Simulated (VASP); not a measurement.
# CS2: relaxation of the atoms with PBE+D3(BJ)

System: CS2.

```xyz
18
Lattice="8.4343 0.0000 0.0000 0.0000 8.4343 0.0000 0.0000 0.0000 8.4343" Properties=species:S:1:pos:R:3 pbc="T T T"
S     6.9893    2.4631    9.1818
S     9.1862    3.1420    7.0697
S     7.2066    5.0751    3.7885
S     7.4508    7.9737    4.9228
S     3.5305    7.3321    8.4368
S     2.1197    5.9549    6.0159
S     4.1139    2.2351    3.5521
S     1.4268    2.8799    2.0989
S     4.3954    2.5747    6.9870
S     5.9754    5.2557    6.7336
S     2.7843    7.2774    3.0752
S     0.1195    7.1688    1.4519
C     8.0877    2.8026    8.1258
C     7.3287    6.5244    4.3557
C     2.8251    6.6435    7.2263
C     2.7703    2.5575    2.8255
C     5.1854    3.9152    6.8603
C     1.4519    7.2231    2.2635
```

| Property | Result |
| --- | --- |
| Program | VASP 6.6.1 |
| Task | relaxation of the atoms |
| Functional | PBE |
| Dispersion | D3(BJ) |
| Potentials or basis | VASP PAW PBE potentials, release 64 (S, C) |
| Cutoff | 520 eV |
| k mesh | 1 × 1 × 1 |
| Occupations | fermi-dirac, width 0.02 eV |
| Spin | no spin polarisation |
| Dipole correction | no |
| Further INCAR settings | LREAL = Auto; ALGO = Normal; EDIFF = 1e-06; IBRION = 2; EDIFFG = -0.3; NSW = 35 |

The energy gained by relaxing is 26.4 meV/atom and the ionic steps are 19. The pressure after relaxing is 0.0 GPa. The largest force after relaxing is 0.268 eV/Å and the dispersion energy per atom is -0.121 eV.

Forces in eV/Å, atoms in the order of the input:
```
S    0.130 -0.107  0.095
S    0.004 -0.002  0.016
S   -0.074 -0.051  0.138
S   -0.038 -0.029  0.069
S   -0.063  0.161 -0.140
S    0.027  0.209  0.165
S   -0.019 -0.069 -0.006
S    0.035  0.012  0.087
S   -0.081  0.106  0.201
S    0.003 -0.116 -0.006
S    0.131 -0.052 -0.220
S    0.008 -0.038 -0.005
C   -0.057 -0.126 -0.087
C   -0.064  0.087 -0.117
C   -0.047 -0.096  0.208
C    0.138  0.040 -0.089
C   -0.073 -0.010 -0.157
C    0.041  0.081 -0.152
```

Stress tensor (GPa, compression positive):
```
 0.02 -0.16 -0.07
-0.16 -0.15 -0.29
-0.07 -0.29  0.00
```

Step by step:
```
step  energy change (eV)  largest force (eV/Å)  pressure (GPa)
   1              0.0000                0.8978            0.00
   2              0.0541                2.9131            1.42
   3             -0.0281                0.8202            0.51
   4             -0.0440                1.1847            1.25
   5             -0.0523                0.6846            0.97
   6             -0.0942                0.5802            0.88
   7             -0.1905                0.3638            0.55
   8             -0.2484                0.8189           -0.20
   9             -0.2718                0.5900           -0.15
  10             -0.2755                0.6450           -0.12
  11             -0.3025                0.5491            0.07
  12             -0.3388                0.6569            0.66
  13             -0.3643                0.6122            0.63
  14             -0.4183                0.6105            0.51
  15             -0.4161                1.7397            0.14
  16             -0.4365                1.0728            0.36
  17             -0.4564                0.6921            0.22
  18             -0.4715                0.3441           -0.06
  19             -0.4749                0.2678           -0.04
```

Final structure:
```
S C
1.0
     8.43433    0.00000    0.00000
     0.00000    8.43433    0.00000
     0.00000    0.00000    8.43433
S C
12 6
Direct
  0.82743 0.27479 0.08233
  0.07500 0.35899 0.82211
  0.86221 0.61118 0.42694
  0.87577 0.94173 0.59003
  0.44197 0.89723 0.96523
  0.22977 0.72120 0.71955
  0.51812 0.25860 0.41770
  0.18926 0.35477 0.28126
  0.48600 0.30450 0.82801
  0.69517 0.60798 0.84893
  0.31573 0.83857 0.38250
  0.03992 0.86300 0.13818
  0.95332 0.31775 0.95438
  0.86789 0.77499 0.51110
  0.33589 0.81284 0.83984
  0.35253 0.30632 0.35144
  0.58988 0.45695 0.84139
  0.17868 0.85061 0.25921
```

Levels at points of the mesh, in eV from the Fermi level:
| k point | band 45 | band 46 | band 47 | band 48 | band 49 | band 50 | band 51 | band 52 |
| --- | --- | --- | --- | --- | --- | --- | --- | --- |
| (0.00, 0.00, 0.00) | -0.86 | -0.74 | -0.63 | -0.52 | 2.60 | 2.67 | 2.72 | 2.77 |

Wall time 5.6 min on 1 thread of AMD EPYC 9R45 96-Core Processor (Zen 5), on a shared host, peak memory 0.57 GiB.

Caveat: the k points lie up to 0.74 Å⁻¹ apart; the relaxation stopped at a loose force limit of 0.3 eV/Å, so its end isn't a converged minimum.
